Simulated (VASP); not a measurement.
Sn: single point with PBEsol

Sn:

```
Sn
1.0
    -1.86253    1.86253    1.86253
     1.86253   -1.86253    1.86253
     1.86253    1.86253   -1.86253
Sn
1
Direct
  0.00000 0.00000 0.00000
```

- Program: VASP 6.6.1
- Task: single point
- Functional: PBEsol
- Potentials or basis: VASP PAW PBE potentials, release 64 (Sn_d)
- Cutoff: 520 eV
- k mesh: 11 × 11 × 11
- Occupations: fermi-dirac, width 0.1 eV
- Spin: no spin polarisation
- Dipole correction: no
- Further INCAR settings: ALGO = Normal; EDIFF = 1e-06; NBANDS = 13

```yaml
Pressure: 1.0 GPa
Band_gap_on_the_k_mesh: zero (band 7 reaches 16.98 eV, above the bottom of band 8 at 6.00 eV)
```

Levels at points of the mesh, in eV from the Fermi level:
| k point | band 3 | band 4 | band 5 | band 6 | band 7 | band 8 | band 9 | band 10 | band 11 | band 12 |
| --- | --- | --- | --- | --- | --- | --- | --- | --- | --- | --- |
| (0.00, 0.00, 0.00) | -21.47 | -21.31 | -21.31 | -11.47 | 8.43 | 8.43 | 8.43 | 12.23 | 12.23 | 12.23 |

It took 8.1 s on 1 thread of Intel(R) Xeon(R) Platinum 8259CL CPU @ 2.50GHz (Skylake/Cascade Lake), on a shared host, peak memory 0.14 GiB.

Caveat: the PAW data sets were made with another functional, which shifts forces and pressure a little; spin-orbit coupling is left out, which moves the levels of the heavy elements.
